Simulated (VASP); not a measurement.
Wanted: the native input for a VASP 6.6.1 run.

```yaml
Task: relaxation of the atoms
Functional: PBE
Potentials_or_basis: VASP PAW PBE potentials, release 64 (Al, H)
Cutoff: 520 eV
k_mesh: 9 × 9 × 1
Occupations: gaussian, width 0.1 eV
Spin: no spin polarisation
Dipole_correction: yes
Atoms_held_fixed_from_0: "[0, 1, 2, 3]"
Further_INCAR_settings: ALGO = Normal; EDIFF = 1e-07; IBRION = 2; EDIFFG = -0.025; NSW = 36
```

The structure of Al3H lies in POSCAR:

```
Al3H
1.0
    2.8567582918      0.0000000000      0.0000000000
   -1.4283791459      2.4740252532      0.0000000000
    0.0000000000      0.0000000000     20.1013782055
Al H
3 1
Selective dynamics
Direct
    0.6666666667      0.3333333333      0.1989913308  F F F
    0.3333333333      0.6666666667      0.3134471548  F F F
    0.0000000000      0.0000000000      0.4278999240  F F F
    0.1666666667      0.3333333333      0.4986710709  F F T
```

One way to write it, as run:

INCAR

```
SYSTEM = Al3H
  PREC = Accurate
  ENCUT = 520
  EDIFF = 1E-7
  ISMEAR = 0
  SIGMA = 0.1
  LREAL = .False.
  LASPH = .True.
  NELM = 80
  ALGO = Normal
  ISIF = 2
  LWAVE = .False.
  LCHARG = .False.
  LDIPOL = .True.
  IDIPOL = 3
  DIPOL = 0.5 0.5 0.360
  GGA = PE
  IBRION = 2
  NSW = 36
  EDIFFG = -0.025
```

KPOINTS

```
Automatic mesh
0
Gamma
  9 9 1
  0 0 0
```

Potentials or basis: VASP PAW PBE potentials, release 64 (Al, H).

Launch:

```bash
$ cat potpaw_PBE.64/Al/POTCAR potpaw_PBE.64/H/POTCAR > POTCAR
$ mpirun -np 1 vasp_std > vasp.out
```

It gave:

```yaml
Energy_gained_by_relaxing: 0.1 meV/atom
Ionic_steps: 3
Band_gap_on_the_k_mesh: zero (band 5 reaches 0.76 eV, above the bottom of band 6 at -1.02 eV)
```

It took 2.5 min on 1 thread of Intel Xeon 8259CL, on a shared host, peak memory 0.29 GiB.
